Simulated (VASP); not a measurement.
# CdO (Fm-3m) in VASP: a series of runs

The runs below take CdO through single point, with b88 exchange, pbe correlation, LDA.

Program: VASP 6.6.1. These are calculated values, not measurements. Logs are shortened: lines on timing, memory, paths and dates and some standing lists are left out, and cuts for length are marked.

## 1. The cell of the first run

The structure is cubic, space group Fm-3m (No. 225). The conventional cell has a = 4.730 Å, b = 4.730 Å, c = 4.730 Å, α = 90.00°, β = 90.00°, γ = 90.00°. Cd (site symmetry m-3m) has 6 O at 2.37 Å within 3.1 Å. O (site symmetry m-3m) has 6 Cd at 2.37 Å within 3.1 Å.

## 2. Single point, b88 exchange, pbe correlation

INCAR

```
SYSTEM = CdO
  ALGO = Normal
  EDIFF = 1E-6
  ENCUT = 600
  GGA = LIBXC
  GGA_COMPAT = .False.
  ISIF = 2
  ISMEAR = -1
  LASPH = .True.
  LCHARG = .False.
  LIBXC1 = GGA_X_B88
  LIBXC2 = GGA_C_PBE
  LREAL = .False.
  LWAVE = .False.
  NBANDS = 16
  NELM = 120
  PREC = Accurate
  SIGMA = 0.05
```

KPOINTS

```
k-points
0
Gamma
  10 10 10
  0 0 0
```

POSCAR

```
CdO
1.0
    0.0000000000      2.3650600561      2.3650600561
    2.3650600561      0.0000000000      2.3650600561
    2.3650600561      2.3650600561      0.0000000000
Cd O
1 1
Direct
    0.0000000000      0.0000000000      0.0000000000
    0.5000000000      0.5000000000      0.5000000000
```

Potentials or basis: VASP PAW PBE potentials, release 64 (Cd, O).

Command:

```
> cat potpaw_PBE.64/Cd/POTCAR potpaw_PBE.64/O/POTCAR > POTCAR
> mpirun -np 1 vasp_std > vasp.out
```

OUTCAR:

```text
SYSTEM = CdO
   EDIFF = 1E-6
   ENCUT = 600
   GGA = LIBXC
   ISIF = 2
   ISMEAR = -1
   LASPH = .True.
   LREAL = .False.
   NELM = 120
   PREC = Accurate

 ion  position               nearest neighbor table
   1  0.000  0.000  0.000-   2 2.37   2 2.37   2 2.37   2 2.37   2 2.37   2 2.37
   2  0.500  0.500  0.500-   1 2.37   1 2.37   1 2.37   1 2.37   1 2.37   1 2.37

  LATTYP: Found a face centered cubic cell.
 ALAT       =     4.7301201122

  Lattice vectors:

 A1 = (   0.0000000000,   2.3650600561,   2.3650600561)
 A2 = (   2.3650600561,   0.0000000000,   2.3650600561)
 A3 = (   2.3650600561,   2.3650600561,   0.0000000000)

Analysis of symmetry for initial positions (statically):
=====================================================================
 Subroutine PRICEL returns:
 Original cell was already a primitive cell.

 Routine SETGRP: Setting up the symmetry group for a
 face centered cubic supercell.

 Subroutine GETGRP returns: Found 48 space group operations
 (whereof 48 operations were pure point group operations)
 out of a pool of 48 trial point group operations.

The static configuration has the point symmetry O_h .

Analysis of symmetry for dynamics (positions and initial velocities):
=====================================================================
 Subroutine PRICEL returns:
 Original cell was already a primitive cell.

 Routine SETGRP: Setting up the symmetry group for a
 face centered cubic supercell.

 Subroutine GETGRP returns: Found 48 space group operations
 (whereof 48 operations were pure point group operations)
 out of a pool of 48 trial point group operations.

The dynamic configuration has the point symmetry O_h .

 Subroutine INISYM returns: Found 48 space group operations
 (whereof 48 operations are pure point group operations),
 and found     1 'primitive' translations

----------------------------------------------------------------------------------------

                                     Primitive cell

  volume of cell :      26.4580

  direct lattice vectors                    reciprocal lattice vectors
     0.000000000  2.365060056  2.365060056    -0.211411122  0.211411122  0.211411122
     2.365060056  0.000000000  2.365060056     0.211411122 -0.211411122  0.211411122
     2.365060056  2.365060056  0.000000000     0.211411122  0.211411122 -0.211411122

  length of vectors
     3.344700007  3.344700007  3.344700007     0.366174805  0.366174805  0.366174805

  position of ions in fractional coordinates (direct lattice)
     0.000000000  0.000000000  0.000000000
     0.500000000  0.500000000  0.500000000

  ion indices of the primitive-cell ions
   primitive index   ion index
                 1           1
                 2           2

----------------------------------------------------------------------------------------

 KPOINTS: k-points

Automatic generation of k-mesh.
 Grid dimensions read from file:
 generate k-points for:   10   10   10

 Generating k-lattice:

  Cartesian coordinates                     Fractional coordinates (reciprocal lattice)
    -0.021141112  0.021141112  0.021141112     0.100000000  0.000000000  0.000000000
     0.021141112 -0.021141112  0.021141112     0.000000000  0.100000000  0.000000000
     0.021141112  0.021141112 -0.021141112     0.000000000  0.000000000  0.100000000

  Length of vectors
     0.036617480  0.036617480  0.036617480

  Shift w.r.t. Gamma in fractional coordinates (k-lattice)
     0.000000000  0.000000000  0.000000000

 Subroutine IBZKPT returns following result:
 ===========================================

 Found     47 irreducible k-points:

 Following reciprocal coordinates:
            Coordinates               Weight
  0.000000  0.000000  0.000000      1.000000
  0.100000  0.000000  0.000000      8.000000
  0.200000  0.000000  0.000000      8.000000
  0.300000  0.000000  0.000000      8.000000
  0.400000  0.000000  0.000000      8.000000
  0.500000  0.000000  0.000000      4.000000
[... 16 lines left out ...]
  0.300000  0.300000  0.000000      6.000000
  0.400000  0.300000  0.000000     24.000000
 [... further k-points ...]
   k-points           NKPTS =     47   k-points in BZ     NKDIM =     47   number of bands    NBANDS=     16
   number of dos      NEDOS =    301   number of ions     NIONS =      2
   total plane-waves  NPLWV =  21952
   dimension x,y,z NGX =    28 NGY =   28 NGZ =   28
   dimension x,y,z NGXF=    56 NGYF=   56 NGZF=   56
   ions per type =               1   1
   NGX,Y,Z   is equivalent  to a cutoff of  13.92, 13.92, 13.92 a.u.
   NGXF,Y,Z  is equivalent  to a cutoff of  27.83, 27.83, 27.83 a.u.
 SYSTEM =  CdO
   PREC   = accura    normal or accurate (medium, high low for compatibility)
   ISTART =      0    job   : 0-new  1-cont  2-samecut
   ICHARG =      2    charge: 1-file 2-atom 10-const
   ISPIN  =      1    spin polarized calculation?
   LNONCOLLINEAR =      F non collinear calculations
   LSORBIT =      F    spin-orbit coupling
   LASPH  =      T    aspherical Exc in radial PAW
   ENCUT  =  600.0 eV  44.10 Ry    6.64 a.u.   6.68  6.68  6.68*2*pi/ulx,y,z
   NELM   =    120;   NELMIN=  2; NELMDL= -5     # of ELM steps
   EDIFF  = 0.1E-05   stopping-criterion for ELM
   LREAL  =      F    real-space projection
   EDIFFG = 0.1E-04   stopping-criterion for IOM
   NSW    =      0    number of steps for IOM
   IBRION =     -1    ionic relax: 0-MD 1-quasi-New 2-CG
   NFREE  =      0    steps in history (QN), initial steepest desc. (CG)
   ISIF   =      2    stress and relaxation
   ISYM   =      2    0-nonsym 1-usesym 2-fastsym
   POTIM  = 0.5000    time-step for ionic-motion
   TEBEG  =    0.0;   TEEND  =   0.0 temperature during run
   PSTRESS=    0.0 pullay stress
   NELECT =      18.0000    total number of electrons
   NUPDOWN=      -1.0000    fix difference up-down
   EMIN   =  10.00;   EMAX   =-10.00  energy-range for DOS
   EFERMI =   0.00;   METHOD = LEGACY
   ISMEAR =    -1;   SIGMA  =   0.05  broadening in eV -4-tet -1-fermi 0-gaus
   EFERMI_NEDOS =   21; number of points for ismear=-14 and -15
   IALGO  =     38    algorithm
   IMIX   =      4    mixing-type and parameters
     AMIX     =   0.40;   BMIX     =  1.00
     AMIX_MAG =   1.60;   BMIX_MAG =  1.00
  volume/ion in A,a.u.               =      13.23        89.27
  Fermi-wavevector in a.u.,A,eV,Ry     =   1.439838  2.720898 28.206675  2.073132
  Thomas-Fermi vector in A             =   2.558649
   LORBIT       =      0    0 simple, 1 ext, 2 COOP (PROOUT), +10 PAW based schemes
   GGA     = LIBXC    functional components
   LHFCALC =     F    Hartree Fock is set to
   AEXX    =    0.0000 exact exchange contribution
   IVDW    =     0    specifies the selected vdW correction
   LEPSILON=     F    determine dielectric tensor
   LRPA    =     F    only Hartree local field effects (RPA)
 non-spin polarized calculation
  energy-cutoff  :      600.00
  volume of cell :       26.46
 maximum number of plane-waves:       903
   NGX = 13   NGY = 13   NGZ = 13

 number of electron      17.9999998 magnetization

 Free energy of the ion-electron system (eV)
  ---------------------------------------------------
  ext. energy  EPLUGINS =         0.00000000
  ---------------------------------------------------
  free energy    TOTEN  =        -7.44847965 eV

  energy without entropy =       -7.44793492  energy(sigma->0) =       -7.44820729

 E-fermi :   1.9570     XC(G=0): -11.6305

 val. band max:        1.7890462953   @ k =   0.5000   0.0000   0.0000
 cond. band min:       2.3735754148   @ k =   0.1000   0.0000   0.0000
 fundamental gap:      0.5845291195
 Fermi energy:         1.9570351334

 k-point     1 :       0.0000    0.0000    0.0000
  band No.  band energies     occupation
      1     -15.4267      2.00000
      2      -4.8854      2.00000
      3      -4.8854      2.00000
      4      -4.8854      2.00000
      5      -4.5939      2.00000
      6      -4.5939      2.00000
[... 8 lines left out ...]
     15      19.6885      0.00000
     16      19.6885      0.00000

 k-point     2 :       0.1000    0.0000    0.0000
  band No.  band energies     occupation
      1     -15.3609      2.00000
      2      -4.9225      2.00000
      3      -4.8690      2.00000
      4      -4.8690      2.00000
      5      -4.6564      2.00000
      6      -4.6564      2.00000
[... 8 lines left out ...]
     15      20.0446      0.00000
     16      20.0446      0.00000

 k-point     3 :       0.2000    0.0000    0.0000
  band No.  band energies     occupation
      1     -15.1828      2.00000
      2      -5.0630      2.00000
      3      -4.9739      2.00000
      4      -4.9739      2.00000
      5      -4.6532      2.00000
      6      -4.6532      2.00000
[... 8 lines left out ...]
     15      20.7090      0.00000
     16      20.7090      0.00000

 k-point     4 :       0.3000    0.0000    0.0000
  band No.  band energies     occupation
      1     -14.9501      2.00000
      2      -5.3347      2.00000
      3      -5.1982      2.00000
      4      -5.1982      2.00000
      5      -4.5240      2.00000
      6      -4.5240      2.00000
[... 8 lines left out ...]
     15      21.6652      0.00000
     16      21.6652      0.00000
[... 324 lines left out ...]
 k-point    22 :      -0.2000    0.2000    0.0000
  band No.  band energies     occupation
      1     -14.9119      2.00000
      2      -5.3161      2.00000
      3      -5.2211      2.00000
      4      -5.0666      2.00000
      5      -4.6402      2.00000
      6      -4.3547      2.00000
[... 8 lines left out ...]
     15      21.0947      0.00000
     16      22.3593      0.00000

 k-point    23 :       0.3000    0.3000    0.0000
  band No.  band energies     occupation
      1     -14.9429      2.00000
      2      -5.1719      2.00000
      3      -5.1020      2.00000
      4      -4.5408      2.00000
      5      -4.5408      2.00000
      6      -4.4287      2.00000
[... 8 lines left out ...]
     15      25.6270      0.00000
     16      26.0291      0.00000

 k-point    24 :       0.4000    0.3000    0.0000
  band No.  band energies     occupation
      1     -14.8533      2.00000
      2      -5.2222      2.00000
      3      -4.9336      2.00000
      4      -4.6027      2.00000
      5      -4.4393      2.00000
      6      -4.3215      2.00000
[... 8 lines left out ...]
     15      25.2335      0.00000
     16      25.8814      0.00000

 [... further k-points ...]

------------------------ aborting loop because EDIFF is reached ----------------------------------------

  FORCE on cell =-STRESS in cart. coord.  units (eV):
  Direction    XX          YY          ZZ          XY          YZ          ZX
  --------------------------------------------------------------------------------------
  -------------------------------------------------------------------------------------
  Total        0.6320056      0.6320056      0.6320056      0.0000000      0.0000000     -0.0000000
  in kB       38.2714547     38.2714547     38.2714547      0.0000000      0.0000000     -0.0000000
  external PRESSURE =      38.2714547 kB  Pullay stress =       0.0000000 kB

 VOLUME and BASIS-vectors are now :
 -----------------------------------------------------------------------------
  energy-cutoff  :      600.00
  volume of cell :       26.46
      direct lattice vectors                 reciprocal lattice vectors
     0.000000000  2.365060056  2.365060056    -0.211411122  0.211411122  0.211411122
     2.365060056  0.000000000  2.365060056     0.211411122 -0.211411122  0.211411122
     2.365060056  2.365060056  0.000000000     0.211411122  0.211411122 -0.211411122

 POSITION                                       TOTAL-FORCE (eV/Angst)
 -----------------------------------------------------------------------------------
      0.00000      0.00000      0.00000         0.000000     -0.000000      0.000000
      2.36506      2.36506      2.36506        -0.000000      0.000000     -0.000000
 -----------------------------------------------------------------------------------
    total drift:                                0.000000      0.000000      0.000000

  FREE ENERGIE OF THE ION-ELECTRON SYSTEM (eV)
  ---------------------------------------------------
  free  energy   TOTEN  =        -7.4484796526 eV

  energy  without entropy=       -7.4479349212  energy(sigma->0) =       -7.44820729
```

Run time: 58 s. Hardware: 1 thread of Intel Xeon 8259CL, shared host; peak memory 0.17 GiB.

What came out:

```yaml
Free_energy: -7.4485 eV
Pressure: 3.8 GPa
Band_gap_on_the_k_mesh: zero (bands 9 and 10 overlap by 0.45 eV)
```

Caveat: the cell stands under pressure; semilocal functionals underestimate gaps, and a narrow one can read as zero; the PAW data sets were made with another functional, which shifts forces and pressure a little.

(Continued in part 2 of 2.)

The gap in the log of VASP goes by the Fermi energy; the results here count the filled bands.